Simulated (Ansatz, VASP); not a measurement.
**Sc2AlF3: VASP beside Ansatz**

```xyz
6
Lattice="3.0618 0.0000 0.0000 0.0000 3.0618 0.0000 0.0000 0.0000 10.0520" Properties=species:S:1:pos:R:3 pbc="T T T"
Sc    1.5309    1.5309    7.9369
Sc    1.5309    1.5309    2.1151
Al    1.5309    1.5309    5.0260
F     0.0000    0.0000    0.0000
F     0.0000    0.0000    7.7162
F     0.0000    0.0000    2.3357
```

Change from the starting cell: species swapped into the MgSc3Ru2 type (P4/mmm, No. 123).

Alike in both runs: functional PBE; k mesh 6 × 6 × 2; occupations gaussian, width 0.1 eV; no spin polarisation.

Ansatz relaxed the structure, and its values are those at the end. VASP's run is a single point on that final structure, the one shown.

|  | VASP | Ansatz |
| --- | --- | --- |
| version | VASP 6.6.1 | Ansatz 0.2.0 |
| potentials or method | VASP PAW PBE potentials, release 64 (Sc_sv, Al, F), cutoff 520 eV | scalar-relativistic, plane waves, PAW |
| valence electrons in the cell | 46 | 46 |

VASP gave:

- gap on the k mesh at the Fermi level (eV): none
- pressure (GPa): -0.1
- rms of the force components (eV/Å): 0.009

Problem. Which values does Ansatz return?

Solution. gap on the k mesh at the Fermi level (eV): none; pressure (GPa): -0.3; rms of the force components (eV/Å): 0.003.

A gap of «none» marks a metal or a gap that the smearing closes.
